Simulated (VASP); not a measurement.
Crystal: CdCoCl4.

```
Cd Co Cl
1.0
     3.41990    0.00000    0.00000
    -1.70995    2.96172    0.00000
     0.00000    0.00000   13.64484
Cd Co Cl
1 1 4
Direct
  0.66667 0.33333 0.50000
  0.66667 0.33333 0.00000
  0.33333 0.66667 0.62596
  0.00000 0.00000 0.87812
  0.00000 0.00000 0.12188
  0.33333 0.66667 0.37404
```

The cell was generated, and may not be a known phase.

| Quantity | Value |
| --- | --- |
| Program | VASP 6.6.1 |
| Task | relaxation of cell and atoms |
| Functional | PBE |
| Potentials or basis | VASP PAW PBE potentials, release 64 (Cd, Co, Cl) |
| Cutoff | 600 eV |
| k mesh | 4 × 4 × 1 |
| Occupations | gaussian, width 0.15 eV |
| Spin | collinear spin, ferromagnetic start |
| Starting moments | [0.0, 3.0, 0.0, 0.0, 0.0, 0.0] μB |

At the start: pressure 0.9 GPa; volume 23.03 Å³/atom.

Task: Where does the relaxation end?

Result: Over 8 steps the energy falls by 66.9 meV/atom and the volume is 24.03 Å³/atom (+4.3 %); space group P-6m2 (No. 187, to 0.1 Å) before and after; moment 3.00 μB per cell.

The path:
```csv
step,energy change (eV),largest force (eV/Å),pressure (GPa),volume (Å³)
1,0.0000,1.3563,0.91,138.21
2,-0.3185,0.7116,0.75,140.70
3,-0.3790,0.3310,0.84,142.33
4,-0.3802,0.3143,0.87,142.16
5,-0.3943,0.1779,-0.43,145.37
6,-0.3945,0.1732,-0.26,144.95
7,-0.3994,0.0904,-0.07,144.60
8,-0.4015,0.0773,0.17,144.16
```

Final structure:
```xyz
6
Lattice="3.5562 0.0000 0.0000 -1.7781 3.0798 0.0000 0.0000 0.0000 13.1625" Properties=species:S:1:pos:R:3 pbc="T T T"
Cd    1.7781    1.0266    6.5812
Co    1.7781    1.0266    0.0000
Cl    0.0000    2.0532    8.2651
Cl    0.0000    0.0000   11.6986
Cl    0.0000    0.0000    1.4639
Cl    0.0000    2.0532    4.8974
```

Caveat: the k points lie up to 0.51 Å⁻¹ apart in the final cell; this functional lacks dispersion, which binds layers or chains, so the pressure and a relaxed spacing across them are unreliable; a cell with one magnetic atom can't hold antiferromagnetic order, which such compounds often take; the relaxation stopped at a loose force limit of 0.08 eV/Å, so its end isn't a converged minimum.
